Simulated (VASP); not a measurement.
Set up this calculation in VASP 6.6.1, as the native input.

```yaml
Task: single point
Functional: HSE06
Potentials_or_basis: VASP PAW PBE potentials, release 64 (Mg, O)
Cutoff: 520 eV
k_mesh: 6 × 6 × 6
Occupations: gaussian, width 0.01 eV
Spin: no spin polarisation
Dipole_correction: no
Grid_for_exact_exchange_PRECFOCK: Normal
Further_INCAR_settings: ALGO = Normal; EDIFF = 1e-07; NBANDS = 11
Share_of_exact_exchange: 0.25
Screening_parameter: 0.2079 1/Å
```

MgO:

```
Mg O
1.0
     0.00000    2.28201    2.28201
     2.28201    0.00000    2.28201
     2.28201    2.28201    0.00000
Mg O
1 1
Direct
  0.00000 0.00000 0.00000
  0.25000 0.25000 0.25000
```

One way to write it, as run:

POSCAR

```
MgO
1.0
    0.0000000000      2.2820056617      2.2820056617
    2.2820056617      0.0000000000      2.2820056617
    2.2820056617      2.2820056617      0.0000000000
Mg O
1 1
Direct
    0.0000000000      0.0000000000      0.0000000000
    0.2500000000      0.2500000000      0.2500000000
```

INCAR.step1

```
SYSTEM = MgO
PREC     = Accurate       ! precision mode
ENCUT    = 520            ! plane-wave cutoff, eV
EDIFF    = 1E-5           ! SCF threshold, eV
ISMEAR   = 0              ! smearing method
SIGMA    = 0.01           ! smearing width, eV
LREAL    = .False.        ! projectors in reciprocal space
LASPH    = .True.         ! aspherical terms in the spheres
NELM     = 100            ! most SCF steps
ALGO     = Normal         ! electronic algorithm
ISIF     = 2              ! what is computed and relaxed
LWAVE    = .True.         ! write WAVECAR
LCHARG   = .False.        ! write CHGCAR
NBANDS   = 11             ! bands
GGA      = PE             ! functional
```

INCAR.step2

```
SYSTEM = MgO
PREC     = Accurate       ! precision mode
ENCUT    = 520            ! plane-wave cutoff, eV
EDIFF    = 1E-7           ! SCF threshold, eV
ISMEAR   = 0              ! smearing method
SIGMA    = 0.01           ! smearing width, eV
LREAL    = .False.        ! projectors in reciprocal space
LASPH    = .True.         ! aspherical terms in the spheres
NELM     = 100            ! most SCF steps
ALGO     = Normal         ! electronic algorithm
ISIF     = 2              ! what is computed and relaxed
LWAVE    = .False.        ! write WAVECAR
LCHARG   = .False.        ! write CHGCAR
GGA      = PE             ! functional
LHFCALC  = .True.         ! exact exchange
HFSCREEN = 0.2079         ! screening, 1/A
PRECFOCK = Normal       
NBANDS   = 11             ! bands
ISTART   = 1
```

KPOINTS

```
Automatic mesh
0
Gamma
  6 6 6
  0 0 0
```

Potentials or basis: VASP PAW PBE potentials, release 64 (Mg, O).

Run with:

```console
$ cat potpaw_PBE.64/Mg/POTCAR potpaw_PBE.64/O/POTCAR > POTCAR
$ cp INCAR.step1 INCAR
$ mpirun -np 1 vasp_std > vasp.out
$ cp INCAR.step2 INCAR
$ mpirun -np 1 vasp_std > vasp.out
```

It gave:

| Quantity | Value |
| --- | --- |
| Pressure | -0.1 GPa |
| Band gap on the k mesh | 5.24 eV |

Caveat: the structure was generated, so it needn't be the stable form of MgO; the PAW data sets were made with another functional, which shifts forces and pressure a little.

It took 12 min on 1 thread of Intel(R) Xeon(R) Platinum 8259CL CPU @ 2.50GHz (Skylake/Cascade Lake), with other jobs on the host, peak memory 0.25 GiB.
